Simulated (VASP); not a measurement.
Here is a VASP 6.6.1 calculation.

Contents of POSCAR:

```
AlRu
1.0
    3.0309676725      0.0000000000      0.0000000000
    0.0000000000      3.0309676725      0.0000000000
    0.0000000000      0.0000000000      3.0309676725
Ru Al
1 1
Direct
    0.5000000000      0.5000000000      0.5000000000
    0.0000000000      0.0000000000      0.0000000000
```

The input INCAR.step1:

```
  PREC = Accurate
  ENCUT = 520
  ISMEAR = -1
  SIGMA = 0.05
  LREAL = False
  LASPH = True
  NELM = 60
  NBANDS = 16
  GGA = PE
  ALGO = Normal
  EDIFF = 1E-4
  LWAVE = True
  LCHARG = False
```

File INCAR.step2:

```
  PREC = Accurate
  ENCUT = 520
  EDIFF = 1E-6
  ISMEAR = -1
  SIGMA = 0.05
  LREAL = False
  LASPH = True
  NELM = 60
  ALGO = Normal
  ISIF = 2
  LWAVE = False
  LCHARG = False
  METAGGA = R2SCAN
  LMIXTAU = True
  NBANDS = 16
  ISTART = 1
```

The input KPOINTS:

```
regular mesh
0
Gamma
  9 9 9
```

Potentials or basis: VASP PAW PBE potentials, release 64 (Ru_pv, Al).

Run with:

```sh
$ cat potpaw_PBE.64/Ru_pv/POTCAR potpaw_PBE.64/Al/POTCAR > POTCAR
$ cp INCAR.step1 INCAR
$ mpirun -np 1 vasp_std > vasp.out
$ cp INCAR.step2 INCAR
$ mpirun -np 1 vasp_std > vasp.out
```

Question: Predict the pressure.

Answer: -9.6 GPa.

Caveat: the PAW data sets were made with another functional, which shifts forces and pressure a little.
